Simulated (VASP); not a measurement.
Set up this calculation in VASP 6.6.1, as the native input.

* Task: single point
* Functional: PBE
* Potentials or basis: VASP PAW PBE potentials, release 64 (W_sv, Se)
* Cutoff: 520 eV
* k mesh: 12 × 12 × 12
* Occupations: gaussian, width 0.1 eV
* Spin: collinear spin
* Starting moments: [1.0, 0.0] μB
* Hubbard terms: W d U = 6.2 eV
* Dipole correction: no
* Further INCAR settings: ALGO = Normal; EDIFF = 1e-07; NBANDS = 21

The structure of WSe lies in POSCAR:

```
WSe
1.0
    0.0000000000      3.1644899511      3.1644899511
    3.1644899511      0.0000000000      3.1644899511
    3.1644899511      3.1644899511      0.0000000000
W Se
1 1
Direct
    0.0000000000      0.0000000000      0.0000000000
    0.2500000000      0.2500000000      0.2500000000
```

One way to write it, as run:

INCAR

```
SYSTEM = WSe
  PREC = Accurate
  ENCUT = 520
  EDIFF = 1E-7
  ISMEAR = 0
  SIGMA = 0.1
  LREAL = .FALSE.
  LASPH = .TRUE.
  NELM = 150
  ALGO = Normal
  ISIF = 2
  LWAVE = .FALSE.
  LCHARG = .TRUE.
  ISPIN = 2
  MAGMOM = 1 0
  LORBIT = 11
  LMAXMIX = 4
  LDAU = .TRUE.
  LDAUTYPE = 2
  LDAUL = 2 -1
  LDAUU = 6.2 0
  LDAUJ = 0 0
  LDAUPRINT = 1
  GGA = PE
  LELF = .TRUE.
  LVHAR = .TRUE.
  NBANDS = 21
```

KPOINTS

```
regular mesh
0
G
  12 12 12
  0 0 0
```

Potentials or basis: VASP PAW PBE potentials, release 64 (W_sv, Se).

Launch:

```console
$ cat potpaw_PBE.64/W_sv/POTCAR potpaw_PBE.64/Se/POTCAR > POTCAR
$ mpirun -np 1 vasp_std > vasp.out
```

It gave:

The pressure is -3.5 GPa, the band gap on the k mesh is zero (filled and empty bands overlap) and the net moment is 4.00 μB per cell. The site moments are W +3.26; Se -0.21 μB and the valence electrons inside the program's atomic spheres are W 11.76; Se 3.82.

Caveat: the cell stands under tension; spin-orbit coupling is left out, which moves the levels of the heavy elements.

It took 120 s on 1 thread of Intel(R) Xeon(R) 6975P-C (Granite Rapids), on a shared host, peak memory 0.34 GiB.
